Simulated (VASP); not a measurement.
B: single point with PBEsol

The system is B.

```
CELL_PARAMETERS angstrom
1.71186 -2.61103 0.00572
1.71186 2.61103 0.00572
-0.70165 0.00000 3.24416
ATOMIC_POSITIONS crystal
B 0.22445 0.77555 0.50000
B 0.77555 0.22445 0.50000
B 0.36413 0.36413 0.74805
B 0.63587 0.63587 0.25195
```

| Item | Value |
| --- | --- |
| Program | VASP 6.6.1 |
| Task | single point |
| Functional | PBEsol |
| Potentials or basis | VASP PAW PBE potentials, release 64 (B) |
| Cutoff | 520 eV |
| k mesh | 16 × 16 × 14 |
| Occupations | gaussian, width 0.1 eV |
| Spin | no spin polarisation |
| Dipole correction | no |
| Further INCAR settings | ALGO = Normal; EDIFF = 1e-07; NBANDS = 14 |

```
Pressure               : 0.3 GPa
Largest force          : 0.010 eV/Å
Band gap on the k mesh : zero (bands 6 and 7 overlap by 1.37 eV)
```

Forces on the atoms (eV/Å):
```
B    0.000  0.009  0.000
B    0.000 -0.009  0.000
B   -0.003  0.000  0.010
B    0.003  0.000 -0.010
```

Stress tensor (GPa, compression positive):
```
0.33 0.00 0.05
0.00 0.45 0.00
0.05 0.00 0.16
```

Levels at points of the mesh, in eV from the Fermi level:
| k point | band 3 | band 4 | band 5 | band 6 | band 7 | band 8 | band 9 | band 10 |
| --- | --- | --- | --- | --- | --- | --- | --- | --- |
| (0.00, 0.00, 0.00) | -4.40 | -4.06 | -3.25 | -2.75 | 1.32 | 4.25 | 6.20 | 6.46 |
| (0.50, 0.00, 0.00) | -5.70 | -3.98 | -2.47 | -1.02 | -0.52 | 4.97 | 6.29 | 7.85 |
| (0.50, 0.50, 0.00) | -7.70 | -4.47 | -2.64 | -2.16 | 0.88 | 5.33 | 6.68 | 8.59 |
| (0.00, 0.00, 0.50) | -5.71 | -3.24 | -2.13 | 0.63 | 4.45 | 4.53 | 4.80 | 6.40 |
| (0.50, 0.00, 0.50) | -7.10 | -5.60 | -4.62 | -2.83 | 2.24 | 4.28 | 7.94 | 8.27 |
| (0.50, 0.50, 0.50) | -7.63 | -6.49 | -5.50 | -4.45 | 0.65 | 6.23 | 8.78 | 10.91 |

Run time: 3.9 min on 1 thread of Intel(R) Xeon(R) Platinum 8375C CPU @ 2.90GHz (Ice Lake), with other jobs on the host, peak memory 0.37 GiB.

Caveat: the PAW data sets were made with another functional, which shifts forces and pressure a little.
